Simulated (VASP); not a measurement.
The system is HfO2.

```
CELL_PARAMETERS angstrom
5.21946 0.00000 0.00000
0.00000 5.00476 0.00000
0.00000 0.00000 5.03269
ATOMIC_POSITIONS crystal
Hf 0.96699 0.73252 0.74144
Hf 0.53301 0.73252 0.24144
Hf 0.46699 0.26748 0.74144
Hf 0.03301 0.26748 0.24144
O 0.63213 0.92865 0.87927
O 0.86787 0.92865 0.37927
O 0.23395 0.53988 0.49229
O 0.26605 0.53988 0.99229
O 0.76605 0.46012 0.99229
O 0.73395 0.46012 0.49229
O 0.13213 0.07135 0.87927
O 0.36787 0.07135 0.37927
```

| Quantity | Value |
| --- | --- |
| Program | VASP 6.6.1 |
| Task | relaxation of cell and atoms |
| Functional | PBEsol |
| Potentials or basis | VASP PAW PBE potentials, release 64 (Hf_pv, O) |
| Cutoff | 600 eV |
| k mesh | 4 × 5 × 4 |
| Occupations | fermi-dirac, width 0.05 eV |
| Spin | no spin polarisation |
| Hubbard terms | Hf d U = 5.0 eV |

At the start: pressure 14.1 GPa; volume 10.96 Å³/atom.

Q: How do energy, volume and symmetry change on relaxing?

A: Over 21 steps the energy falls by 28.1 meV/atom and the volume is 11.54 Å³/atom (+5.3 %); space group Pca2_1 (No. 29, to 0.1 Å) before and after.

The path:
```csv
step,energy change (eV),largest force (eV/Å),pressure (GPa),volume (Å³)
1,0.0000,0.3957,14.05,131.46
2,0.3955,0.5652,-17.25,150.60
3,-0.3121,0.2579,-0.57,138.72
4,-0.3122,0.2535,-0.26,138.53
5,-0.3259,0.1501,-0.05,138.52
6,-0.3263,0.1995,-0.01,138.51
7,-0.3326,0.0868,0.00,138.49
8,-0.3327,0.0939,0.00,138.49
9,-0.3355,0.0433,-0.03,138.48
10,-0.3356,0.0395,-0.04,138.48
11,-0.3362,0.0239,0.04,138.42
12,-0.3363,0.0163,0.09,138.38
13,-0.3365,0.0139,-0.16,138.50
14,-0.3365,0.0135,-0.14,138.49
15,-0.3366,0.0114,-0.04,138.44
16,-0.3366,0.0124,0.01,138.42
17,-0.3366,0.0101,0.02,138.42
18,-0.3367,0.0105,0.03,138.43
19,-0.3367,0.0157,0.07,138.44
20,-0.3368,0.0125,0.05,138.43
21,-0.3368,0.0098,0.02,138.45
```

Final structure:
```xyz
12
Lattice="5.2891 0.0000 0.0000 0.0000 5.1049 0.0000 0.0000 0.0000 5.1279" Properties=species:S:1:pos:R:3 pbc="T T T"
Hf    5.1141    3.7407    3.7811
Hf    2.8195    3.7407    1.2172
Hf    2.4695    1.3642    3.7811
Hf    0.1750    1.3642    1.2172
O     3.3677    4.7436    4.5239
O     4.5659    4.7436    1.9600
O     1.2732    2.7583    2.5301
O     1.3714    2.7583    5.0941
O     4.0159    2.3466    5.0941
O     3.9177    2.3466    2.5301
O     0.7231    0.3613    4.5239
O     1.9214    0.3613    1.9600
```

Caveat: the PAW data sets were made with another functional, which shifts forces and pressure a little.
